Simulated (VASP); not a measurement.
# Be6N (Pm-3m) in VASP: a series of runs

Runs on Be6N. Level: PBE. Tasks: single point, relaxation of cell and atoms.

Program: VASP 6.6.1. These are calculated values, not measurements. Logs are shortened: lines on timing, memory, paths and dates and some standing lists are left out, and cuts for length are marked.

## 1. The cell of the first run

Symmetry: Pm-3m, No. 221, cubic system. The conventional cell has a = 3.826 Å, b = 3.826 Å, c = 3.826 Å, α = 90.00°, β = 90.00°, γ = 90.00°. Be (site symmetry 4/mmm) has 4 Be at 1.91 Å within 2.5 Å. Be (site symmetry 4/mmm) has 4 Be at 1.91 Å and 2 N at 1.91 Å within 2.5 Å. Within 2.5 Å of N (site symmetry m-3m) lie 6 Be at 1.91 Å.

The cell was generated, and may not be a known phase.

## 2. Single point, PBE

INCAR reads:

```
PREC = Accurate
ENCUT = 520
EDIFF = 1E-7
ISMEAR = 0
SIGMA = 0.1
LREAL = F
LASPH = T
NELM = 80
ALGO = Normal
ISIF = 2
LWAVE = F
LCHARG = F
GGA = PE
NBANDS = 18
```

KPOINTS reads:

```
Automatic mesh
0
Gamma
  4 4 4
```

POSCAR reads:

```
Be6N
1.0
    3.8257329400      0.0000000000      0.0000000000
    0.0000000000      3.8257329400      0.0000000000
    0.0000000000      0.0000000000      3.8257329400
Be N
6 1
Direct
    0.5000000000      0.0000000000      0.0000000000
    0.0000000000      0.5000000000      0.0000000000
    0.0000000000      0.0000000000      0.5000000000
    0.0000000000      0.5000000000      0.5000000000
    0.5000000000      0.0000000000      0.5000000000
    0.5000000000      0.5000000000      0.0000000000
    0.5000000000      0.5000000000      0.5000000000
```

Potentials or basis: VASP PAW PBE potentials, release 64 (Be, N).

The run is started by

```sh
$ cat potpaw_PBE.64/Be/POTCAR potpaw_PBE.64/N/POTCAR > POTCAR
$ mpirun -np 1 vasp_std > vasp.out
```

OUTCAR:

```text
PREC = Accurate
   ENCUT = 520
   EDIFF = 1E-7
   ISMEAR = 0
   LREAL = F
   LASPH = T
   NELM = 80
   ISIF = 2
   GGA = PE

 ion  position               nearest neighbor table
   1  0.500  0.000  0.000-   5 1.91   6 1.91   5 1.91   6 1.91
   2  0.000  0.500  0.000-   4 1.91   6 1.91   4 1.91   6 1.91
   3  0.000  0.000  0.500-   4 1.91   5 1.91   4 1.91   5 1.91
   4  0.000  0.500  0.500-   2 1.91   3 1.91   7 1.91   2 1.91   3 1.91   7 1.91
   5  0.500  0.000  0.500-   1 1.91   3 1.91   7 1.91   1 1.91   7 1.91   3 1.91
   6  0.500  0.500  0.000-   1 1.91   2 1.91   7 1.91   7 1.91   1 1.91   2 1.91
   7  0.500  0.500  0.500-   4 1.91   5 1.91   6 1.91   6 1.91   5 1.91   4 1.91

  LATTYP: Found a simple cubic cell.
 ALAT       =     3.8257329400

  Lattice vectors:

 A1 = (   3.8257329400,   0.0000000000,   0.0000000000)
 A2 = (   0.0000000000,   3.8257329400,   0.0000000000)
 A3 = (   0.0000000000,   0.0000000000,   3.8257329400)

Analysis of symmetry for initial positions (statically):
=====================================================================
 Subroutine PRICEL returns:
 Original cell was already a primitive cell.

 Routine SETGRP: Setting up the symmetry group for a
 simple cubic supercell.

 Subroutine GETGRP returns: Found 48 space group operations
 (whereof 48 operations were pure point group operations)
 out of a pool of 48 trial point group operations.

The static configuration has the point symmetry O_h .

Analysis of symmetry for dynamics (positions and initial velocities):
=====================================================================
 Subroutine PRICEL returns:
 Original cell was already a primitive cell.

 Routine SETGRP: Setting up the symmetry group for a
 simple cubic supercell.

 Subroutine GETGRP returns: Found 48 space group operations
 (whereof 48 operations were pure point group operations)
 out of a pool of 48 trial point group operations.

The dynamic configuration has the point symmetry O_h .

 Subroutine INISYM returns: Found 48 space group operations
 (whereof 48 operations are pure point group operations),
 and found     1 'primitive' translations

----------------------------------------------------------------------------------------

                                     Primitive cell

  volume of cell :      55.9943

  direct lattice vectors                    reciprocal lattice vectors
     3.825732940  0.000000000  0.000000000     0.261387822  0.000000000  0.000000000
     0.000000000  3.825732940  0.000000000     0.000000000  0.261387822  0.000000000
     0.000000000  0.000000000  3.825732940     0.000000000  0.000000000  0.261387822

  length of vectors
     3.825732940  3.825732940  3.825732940     0.261387822  0.261387822  0.261387822

  position of ions in fractional coordinates (direct lattice)
     0.500000000  0.000000000  0.000000000
     0.000000000  0.500000000  0.000000000
     0.000000000  0.000000000  0.500000000
     0.000000000  0.500000000  0.500000000
     0.500000000  0.000000000  0.500000000
     0.500000000  0.500000000  0.000000000
     0.500000000  0.500000000  0.500000000

  ion indices of the primitive-cell ions
   primitive index   ion index
                 1           1
                 2           2
                 3           3
                 4           4
                 5           5
                 6           6
                 7           7

----------------------------------------------------------------------------------------

 KPOINTS: Automatic mesh

Automatic generation of k-mesh.
 Grid dimensions read from file:
 generate k-points for:    4    4    4

 Generating k-lattice:

  Cartesian coordinates                     Fractional coordinates (reciprocal lattice)
     0.065346955  0.000000000  0.000000000     0.250000000  0.000000000  0.000000000
     0.000000000  0.065346955  0.000000000     0.000000000  0.250000000  0.000000000
     0.000000000  0.000000000  0.065346955     0.000000000  0.000000000  0.250000000

  Length of vectors
     0.065346955  0.065346955  0.065346955

  Shift w.r.t. Gamma in fractional coordinates (k-lattice)
     0.000000000  0.000000000  0.000000000

 Subroutine IBZKPT returns following result:
 ===========================================

 Found     10 irreducible k-points:

 Following reciprocal coordinates:
            Coordinates               Weight
  0.000000  0.000000  0.000000      1.000000
  0.250000  0.000000  0.000000      6.000000
  0.500000  0.000000  0.000000      3.000000
  0.250000  0.250000  0.000000     12.000000
  0.500000  0.250000  0.000000     12.000000
  0.500000  0.500000  0.000000      3.000000
  0.250000  0.250000  0.250000      8.000000
  0.500000  0.250000  0.250000     12.000000
  0.500000  0.500000  0.250000      6.000000
  0.500000  0.500000  0.500000      1.000000
   k-points           NKPTS =     10   k-points in BZ     NKDIM =     10   number of bands    NBANDS=     18
   number of dos      NEDOS =    301   number of ions     NIONS =      7
   total plane-waves  NPLWV =  21952
   dimension x,y,z NGX =    28 NGY =   28 NGZ =   28
   dimension x,y,z NGXF=    56 NGYF=   56 NGZF=   56
   ions per type =               6   1
   NGX,Y,Z   is equivalent  to a cutoff of  12.17, 12.17, 12.17 a.u.
   NGXF,Y,Z  is equivalent  to a cutoff of  24.33, 24.33, 24.33 a.u.
 SYSTEM =  unknown system
   PREC   = accura    normal or accurate (medium, high low for compatibility)
   ISTART =      0    job   : 0-new  1-cont  2-samecut
   ICHARG =      2    charge: 1-file 2-atom 10-const
   ISPIN  =      1    spin polarized calculation?
   LNONCOLLINEAR =      F non collinear calculations
   LSORBIT =      F    spin-orbit coupling
   LASPH  =      T    aspherical Exc in radial PAW
   ENCUT  =  520.0 eV  38.22 Ry    6.18 a.u.   7.11  7.11  7.11*2*pi/ulx,y,z
   NELM   =     80;   NELMIN=  2; NELMDL= -5     # of ELM steps
   EDIFF  = 0.1E-06   stopping-criterion for ELM
   LREAL  =      F    real-space projection
   EDIFFG = 0.1E-05   stopping-criterion for IOM
   NSW    =      0    number of steps for IOM
   IBRION =     -1    ionic relax: 0-MD 1-quasi-New 2-CG
   NFREE  =      0    steps in history (QN), initial steepest desc. (CG)
   ISIF   =      2    stress and relaxation
   ISYM   =      2    0-nonsym 1-usesym 2-fastsym
   POTIM  = 0.5000    time-step for ionic-motion
   TEBEG  =    0.0;   TEEND  =   0.0 temperature during run
   PSTRESS=    0.0 pullay stress
   NELECT =      17.0000    total number of electrons
   NUPDOWN=      -1.0000    fix difference up-down
   EMIN   =  10.00;   EMAX   =-10.00  energy-range for DOS
   EFERMI =   0.00;   METHOD = LEGACY
   ISMEAR =     0;   SIGMA  =   0.10  broadening in eV -4-tet -1-fermi 0-gaus
   EFERMI_NEDOS =   21; number of points for ismear=-14 and -15
   IALGO  =     38    algorithm
   IMIX   =      4    mixing-type and parameters
     AMIX     =   0.40;   BMIX     =  1.00
     AMIX_MAG =   1.60;   BMIX_MAG =  1.00
  volume/ion in A,a.u.               =       8.00        53.98
  Fermi-wavevector in a.u.,A,eV,Ry     =   1.100297  2.079259 16.471933  1.210653
  Thomas-Fermi vector in A             =   2.236705
   LORBIT       =      0    0 simple, 1 ext, 2 COOP (PROOUT), +10 PAW based schemes
   GGA     = PE    functional components
   LHFCALC =     F    Hartree Fock is set to
   AEXX    =    0.0000 exact exchange contribution
   IVDW    =     0    specifies the selected vdW correction
   LEPSILON=     F    determine dielectric tensor
   LRPA    =     F    only Hartree local field effects (RPA)
 non-spin polarized calculation
 Gauss-broadening in eV      SIGMA  =   0.10
  energy-cutoff  :      520.00
  volume of cell :       55.99
 maximum number of plane-waves:      1528
   NGX = 15   NGY = 15   NGZ = 15

 number of electron      17.0000002 magnetization

 Free energy of the ion-electron system (eV)
  ---------------------------------------------------
  ext. energy  EPLUGINS =         0.00000000
  ---------------------------------------------------
  free energy    TOTEN  =       -21.40858324 eV

  energy without entropy =      -21.37869829  energy(sigma->0) =      -21.39364076

 E-fermi :   6.2823     XC(G=0): -10.6909

 val. band max:        6.2810282781   @ k =   0.5000   0.5000   0.0000
 cond. band min:       6.2940524963   @ k =   0.5000   0.2500   0.0000
 fundamental gap:      0.0130242182
 Fermi energy:         6.2822918005

 k-point     1 :       0.0000    0.0000    0.0000
  band No.  band energies     occupation
      1      -9.6086      2.00000
      2      -0.5156      2.00000
      3      -0.4100      2.00000
      4      -0.4100      2.00000
      5      -0.4100      2.00000
      6       6.1050      1.98785
[... 10 lines left out ...]
     17      15.2246      0.00000
     18      15.2288      0.00000

 k-point     2 :       0.2500    0.0000    0.0000
  band No.  band energies     occupation
      1      -9.5147      2.00000
      2      -2.1444      2.00000
      3      -0.0308      2.00000
      4      -0.0308      2.00000
      5       1.0811      2.00000
      6       5.2478      2.00000
[... 10 lines left out ...]
     17      15.8296      0.00000
     18      15.8512      0.00000

 k-point     3 :       0.5000    0.0000    0.0000
  band No.  band energies     occupation
      1      -9.4136      2.00000
      2      -2.8680      2.00000
      3       0.4959      2.00000
      4       0.4959      2.00000
      5       1.6985      2.00000
      6       4.2023      2.00000
[... 118 lines left out ...]
 k-point     9 :       0.5000    0.5000    0.2500
  band No.  band energies     occupation
      1      -9.2055      2.00000
      2      -1.2313      2.00000
      3      -1.2313      2.00000
      4       0.0534      2.00000
      5       0.6400      2.00000
      6       3.1585      2.00000
[... 10 lines left out ...]
     17      13.7789      0.00000
     18      16.3270      0.00000

 k-point    10 :       0.5000    0.5000    0.5000
  band No.  band energies     occupation
      1      -9.1411      2.00000
      2      -0.6680      2.00000
      3      -0.6680      2.00000
      4      -0.6680      2.00000
      5       1.8122      2.00000
      6       1.8122      2.00000
[... 10 lines left out ...]
     17      14.6473      0.00000
     18      14.6473      0.00000

------------------------ aborting loop because EDIFF is reached ----------------------------------------

  FORCE on cell =-STRESS in cart. coord.  units (eV):
  Direction    XX          YY          ZZ          XY          YZ          ZX
  --------------------------------------------------------------------------------------
  -------------------------------------------------------------------------------------
  Total        8.9431176      8.9431176      8.9431176      0.0000000     -0.0000000      0.0000000
  in kB      255.8913303    255.8913303    255.8913303      0.0000000     -0.0000000      0.0000000
  external PRESSURE =     255.8913303 kB  Pullay stress =       0.0000000 kB

 VOLUME and BASIS-vectors are now :
 -----------------------------------------------------------------------------
  energy-cutoff  :      520.00
  volume of cell :       55.99
      direct lattice vectors                 reciprocal lattice vectors
     3.825732940  0.000000000  0.000000000     0.261387822  0.000000000  0.000000000
     0.000000000  3.825732940  0.000000000     0.000000000  0.261387822  0.000000000
     0.000000000  0.000000000  3.825732940     0.000000000  0.000000000  0.261387822

 POSITION                                       TOTAL-FORCE (eV/Angst)
 -----------------------------------------------------------------------------------
      1.91287      0.00000      0.00000         0.000000      0.000000      0.000000
      0.00000      1.91287      0.00000         0.000000      0.000000      0.000000
      0.00000      0.00000      1.91287         0.000000      0.000000      0.000000
      0.00000      1.91287      1.91287         0.000000      0.000000      0.000000
      1.91287      0.00000      1.91287         0.000000      0.000000      0.000000
      1.91287      1.91287      0.00000         0.000000      0.000000      0.000000
      1.91287      1.91287      1.91287         0.000000      0.000000      0.000000
 -----------------------------------------------------------------------------------
    total drift:                                0.000000      0.000000      0.000000

  FREE ENERGIE OF THE ION-ELECTRON SYSTEM (eV)
  ---------------------------------------------------
  free  energy   TOTEN  =       -21.4085832384 eV

  energy  without entropy=      -21.3786982910  energy(sigma->0) =      -21.39364076
```

Run time: 5.9 s. Hardware: 1 thread of Intel Xeon 6975P-C (Granite Rapids), shared host; peak memory 0.15 GiB.

What came out:

| Quantity | Value |
| --- | --- |
| Free energy | -21.4086 eV |
| Pressure | 25.6 GPa |
| Band gap on the k mesh | zero (an odd number of electrons rules out a gap without spin polarisation) |

Levels at points of the mesh, in eV from the Fermi level:
```
           k point  band 5  band 6  band 7  band 8  band 9  band 10  band 11  band 12
(0.00, 0.00, 0.00)   -6.69   -0.18   -0.18   -0.04   -0.04    -0.04     1.19     1.19
(0.50, 0.00, 0.00)   -4.58   -2.08   -2.08   -1.55    0.32     0.57     1.12     1.12
(0.50, 0.50, 0.00)   -5.00   -2.42   -1.05   -1.05    0.00     0.00     2.82     2.98
(0.50, 0.50, 0.50)   -4.47   -4.47   -4.47   -3.22    1.89     1.89     1.89     6.40
```

Caveat: the k points lie up to 0.41 Å⁻¹ apart, too coarse for converged energies and pressures of a metal.

## 3. Single point, PBE

This run uses another cell than the first one, of 10.01 Å³/atom.

INCAR reads:

```
PREC = Accurate ; ENCUT = 520
EDIFF = 1E-6 ; ISMEAR = 0
SIGMA = 0.1 ; LREAL = False
LASPH = True ; NELM = 100
ALGO = Normal ; ISIF = 2
LWAVE = False ; LCHARG = True
GGA = PE ; LELF = True
LVHAR = True ; NBANDS = 18
```

KPOINTS is that of step 2.

Changes to POSCAR since step 2:

```diff
@@ -2,5 +2,5 @@
 1.0
-    3.8257329400      0.0000000000      0.0000000000
-    0.0000000000      3.8257329400      0.0000000000
-    0.0000000000      0.0000000000      3.8257329400
+    4.1220308742      0.0000000000      0.0000000000
+    0.0000000000      4.1220308742      0.0000000000
+    0.0000000000      0.0000000000      4.1220308742
 Be N
```

Potentials or basis: VASP PAW PBE potentials, release 64 (Be, N).

The run is started by

```sh
$ cat potpaw_PBE.64/Be/POTCAR potpaw_PBE.64/N/POTCAR > POTCAR
$ mpirun -np 1 vasp_std > vasp.out
```

OUTCAR:

```text
PREC = Accurate
   ENCUT = 520
   EDIFF = 1E-6
   ISMEAR = 0
   LREAL = False
   LASPH = True
   NELM = 100
   ISIF = 2
   GGA = PE

 ion  position               nearest neighbor table
   1  0.500  0.000  0.000-   5 2.06   6 2.06   5 2.06   6 2.06
   2  0.000  0.500  0.000-   4 2.06   6 2.06   4 2.06   6 2.06
   3  0.000  0.000  0.500-   4 2.06   5 2.06   4 2.06   5 2.06
   4  0.000  0.500  0.500-   2 2.06   3 2.06   7 2.06   2 2.06   3 2.06   7 2.06
   5  0.500  0.000  0.500-   1 2.06   3 2.06   7 2.06   1 2.06   7 2.06   3 2.06
   6  0.500  0.500  0.000-   1 2.06   2 2.06   7 2.06   7 2.06   1 2.06   2 2.06
   7  0.500  0.500  0.500-   4 2.06   5 2.06   6 2.06   6 2.06   5 2.06   4 2.06

  LATTYP: Found a simple cubic cell.
 ALAT       =     4.1220308742

  Lattice vectors:

 A1 = (   4.1220308742,   0.0000000000,   0.0000000000)
 A2 = (   0.0000000000,   4.1220308742,   0.0000000000)
 A3 = (   0.0000000000,   0.0000000000,   4.1220308742)

Analysis of symmetry for initial positions (statically):
=====================================================================
 Subroutine PRICEL returns:
[... 174 lines left out ...]
 k-point     1 :       0.0000    0.0000    0.0000
  band No.  band energies     occupation
      1     -10.0776      2.00000
      2      -2.0797      2.00000
      3      -0.9009      2.00000
      4      -0.9009      2.00000
      5      -0.9009      2.00000
      6       3.6391      2.00000
[... 187 lines left out ...]
      5       0.4803      2.00000
      6       0.4803      2.00000
[... 10 lines left out ...]
     17      11.6684      0.00000
     18      11.6684      0.00000

------------------------ aborting loop because EDIFF is reached ----------------------------------------

  FORCE on cell =-STRESS in cart. coord.  units (eV):
  Direction    XX          YY          ZZ          XY          YZ          ZX
  --------------------------------------------------------------------------------------
  -------------------------------------------------------------------------------------
  Total        0.0470664      0.0470664      0.0470664     -0.0000000     -0.0000000      0.0000000
  in kB        1.0766830      1.0766830      1.0766830     -0.0000000     -0.0000000      0.0000000
  external PRESSURE =       1.0766830 kB  Pullay stress =       0.0000000 kB

 VOLUME and BASIS-vectors are now :
 -----------------------------------------------------------------------------
  energy-cutoff  :      520.00
  volume of cell :       70.04
      direct lattice vectors                 reciprocal lattice vectors
     4.122030874  0.000000000  0.000000000     0.242598862  0.000000000  0.000000000
     0.000000000  4.122030874  0.000000000     0.000000000  0.242598862  0.000000000
     0.000000000  0.000000000  4.122030874     0.000000000  0.000000000  0.242598862

 POSITION                                       TOTAL-FORCE (eV/Angst)
 -----------------------------------------------------------------------------------
      2.06102      0.00000      0.00000         0.000000      0.000000      0.000000
      0.00000      2.06102      0.00000         0.000000      0.000000      0.000000
      0.00000      0.00000      2.06102         0.000000      0.000000      0.000000
      0.00000      2.06102      2.06102         0.000000      0.000000      0.000000
      2.06102      0.00000      2.06102         0.000000      0.000000      0.000000
      2.06102      2.06102      0.00000         0.000000      0.000000      0.000000
      2.06102      2.06102      2.06102         0.000000      0.000000      0.000000
 -----------------------------------------------------------------------------------
    total drift:                                0.000000      0.000000     -0.000000

  FREE ENERGIE OF THE ION-ELECTRON SYSTEM (eV)
  ---------------------------------------------------
  free  energy   TOTEN  =       -22.3802100638 eV

  energy  without entropy=      -22.3475615158  energy(sigma->0) =      -22.36388579
```

stdout:

```text
POSCAR found type information on POSCAR BeN
 POSCAR found :  2 types and       7 ions
 scaLAPACK will be used
 LDA part: xc-table for (Slater+PW92), standard interpolation
 POSCAR, INCAR and KPOINTS ok, starting setup
 FFT: planning ... GRIDC
 FFT: planning ... GRID_SOFT
 FFT: planning ... GRID
 WAVECAR not read
 entering main loop
```

It took 6.7 s on 1 thread of Intel Xeon 6975P-C (Granite Rapids), shared host; peak memory 0.16 GiB.

Results:

- Free energy: -22.3802 eV
- Pressure: 0.1 GPa
- Band gap on the k mesh: zero (an odd number of electrons rules out a gap without spin polarisation)

Caveat: the k points lie up to 0.38 Å⁻¹ apart, too coarse for converged energies and pressures of a metal.

(Continued in part 2 of 2.)

The gap in the log of VASP goes by the Fermi energy; the results here count the filled bands.